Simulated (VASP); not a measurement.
Wanted: the native input for a VASP 6.6.1 run.

```
Task                   : single point
Functional             : LDA
Potentials or basis    : VASP PAW LDA potentials, release 64 (Rb_sv, Ca_sv, H)
Cutoff                 : 520 eV
k mesh                 : 6 × 6 × 6
Occupations            : gaussian, width 0.05 eV
Spin                   : no spin polarisation
Dipole correction      : no
Further INCAR settings : ALGO = Normal; EDIFF = 1e-06; NBANDS = 19
```

The structure of RbCaH3 lies in POSCAR:

```
RbCaH3
1.0
    4.5470000000      0.0000000000      0.0000000000
    0.0000000000      4.5470000000      0.0000000000
    0.0000000000      0.0000000000      4.5470000000
Rb Ca H
1 1 3
Direct
    0.0000000000      0.0000000000      0.0962172861
    0.5000000000      0.5000000000      0.5000000000
    0.0000000000      0.5000000000      0.5000000000
    0.5000000000      0.0000000000      0.5000000000
    0.5000000000      0.5000000000      0.0000000000
```

This cell differs from its parent crystal: all Rb atoms moved +0.438 Å, as atom 1 along Cartesian [0 0 1].

These files were run (other wordings do the same):

INCAR

```
SYSTEM = RbCaH3
PREC = Accurate
ENCUT = 520
EDIFF = 1E-6
ISMEAR = 0
SIGMA = 0.05
LREAL = .False.
LASPH = .True.
NELM = 100
ALGO = Normal
ISIF = 2
LWAVE = .False.
LCHARG = .True.
LELF = .True.
LVHAR = .True.
NBANDS = 19
```

KPOINTS

```
Automatic mesh
0
Gamma
  6 6 6
  0 0 0
```

Potentials or basis: VASP PAW LDA potentials, release 64 (Rb_sv, Ca_sv, H).

Command:

```console
$ cat potpaw_LDA.64/Rb_sv/POTCAR potpaw_LDA.64/Ca_sv/POTCAR potpaw_LDA.64/H/POTCAR > POTCAR
$ mpirun -np 1 vasp_std > vasp.out
```

It gave:

```
Pressure               : -1.9 GPa
Largest force          : 0.406 eV/Å
Band gap on the k mesh : 2.92 eV, direct
```

Caveat: the cell differs from its parent crystal (all Rb atoms moved +0.438 Å, as atom 1 along Cartesian [0 0 1]).

It took 43 s on 1 thread of Intel(R) Xeon(R) Platinum 8488C (Sapphire Rapids), on a shared host, peak memory 0.22 GiB.
